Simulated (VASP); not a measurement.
Here is a VASP 6.6.1 calculation.

File INCAR:

```
SYSTEM = CS2
PREC = Accurate
ENCUT = 520
EDIFF = 1E-6
ISMEAR = -1
SIGMA = 0.05
LREAL = .FALSE.
LASPH = .TRUE.
NELM = 80
ALGO = Normal
ISIF = 2
LWAVE = .FALSE.
LCHARG = .FALSE.
GGA = PS
NBANDS = 25
```

The input KPOINTS:

```
regular mesh
0
G
  6 6 3
  0 0 0
```

POSCAR

```
CS2
1.0
    3.0923058687     -2.8213881019      0.0000000000
    3.0923058687      2.8213881019      0.0000000000
    0.0000000000      0.0000000000      9.4649621227
S C
4 2
Direct
    0.1757673451      0.8242326549      0.8729554850
    0.3242326549      0.6757673451      0.3729554850
    0.6757673451      0.3242326549      0.6270445150
    0.8242326549      0.1757673451      0.1270445150
    0.5000000000      0.5000000000      0.5000000000
    0.0000000000      0.0000000000      0.0000000000
```

Potentials or basis: VASP PAW PBE potentials, release 64 (S, C).

The run is started by

```bash
$ cat potpaw_PBE.64/S/POTCAR potpaw_PBE.64/C/POTCAR > POTCAR
$ mpirun -np 1 vasp_std > vasp.out
```

(1) What does it give for the band gap on the k mesh?

(2) What does it give for the largest force?

(3) What does it give for the pressure?

Answers

(1) 2.93 eV, direct.

(2) 0.205 eV/Å.

(3) -0.5 GPa.

Caveat: the PAW data sets were made with another functional, which shifts forces and pressure a little.
